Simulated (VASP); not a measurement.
Here is a VASP 6.6.1 calculation.

File INCAR:

```
ALGO = Normal ; EDIFF = 1E-8
ENCUT = 600 ; GGA = PS
GGA_COMPAT = F ; IBRION = 8
ISIF = 2 ; ISMEAR = 0
LASPH = T ; LCHARG = F
LREAL = F ; LWAVE = F
NELM = 120 ; NSW = 1
PREC = Accurate ; SIGMA = 0.05
```

Contents of KPOINTS:

```
k-points
0
Gamma
  12 12 12
```

File POSCAR:

```
SnO2
1.0
    1.6053951392      0.9268753158      4.4103567215
   -1.6053951392      0.9268753158      4.4103567215
    0.0000000000     -1.8537506316      4.4103567215
Sn O
1 2
Direct
    0.5000000000      0.5000000000      0.5000000000
    0.2414378086      0.2414378086      0.2414378086
    0.7585621914      0.7585621914      0.7585621914
```

Potentials or basis: VASP PAW PBE potentials, release 64 (Sn_d, O).

The run is started by

```console
$ cat potpaw_PBE.64/Sn_d/POTCAR potpaw_PBE.64/O/POTCAR > POTCAR
$ mpirun -np 1 vasp_std > vasp.out
```

Q: Estimate the highest phonon frequency at Γ, LO-TO splitting left out.

A: 496 cm⁻¹.

Phonon frequencies in cm⁻¹ (negative: imaginary):
```csv
q point,frequencies
"(0.000, 0.000, 0.000)",0 0 0 405 405 443 455 455 496
```
